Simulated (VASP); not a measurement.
Crystal: Na.

```xyz
2
Lattice="0.0000 3.7062 3.7062 3.7062 0.0000 3.7062 3.7062 3.7062 0.0000" Properties=species:S:1:pos:R:3 pbc="T T T"
Na    0.9265    0.9265    0.9265
Na    6.4858    6.4858    6.4858
```

This isn't the form of Na at room conditions, which is bcc.

- Program: VASP 6.6.1
- Task: relaxation of cell and atoms
- Functional: revPBE
- Potentials or basis: VASP PAW PBE potentials, release 64 (Na_pv)
- Cutoff: 600 eV
- k mesh: 8 × 8 × 8
- Occupations: fermi-dirac, width 0.1 eV
- Spin: no spin polarisation

At the start: pressure 0.4 GPa; volume 50.91 Å³/atom.

Task: Where does the relaxation end?

Result: Over 5 steps the energy falls by 9.4 meV/atom and the volume is 58.76 Å³/atom (+15.4 %); space group Fd-3m (No. 227, to 0.1 Å) before and after.

Step by step:
| step | energy change (eV) | largest force (eV/Å) | pressure (GPa) | volume (Å³) |
| --- | --- | --- | --- | --- |
| 1 | 0.0000 | 0.0000 | 0.44 | 101.82 |
| 2 | -0.0052 | 0.0000 | 0.38 | 103.90 |
| 3 | -0.0156 | 0.0000 | 0.20 | 110.30 |
| 4 | -0.0157 | 0.0000 | -0.15 | 123.90 |
| 5 | -0.0187 | 0.0000 | -0.02 | 117.53 |

Final structure:
```
Na
1.0
     0.00000    3.88781    3.88781
     3.88781    0.00000    3.88781
     3.88781    3.88781    0.00000
Na
2
Direct
  0.12500 0.12500 0.12500
  0.87500 0.87500 0.87500
```

Caveat: the volume moved by over 15 % at a fixed basis, so the end points are rough; the PAW data sets were made with another functional, which shifts forces and pressure a little.
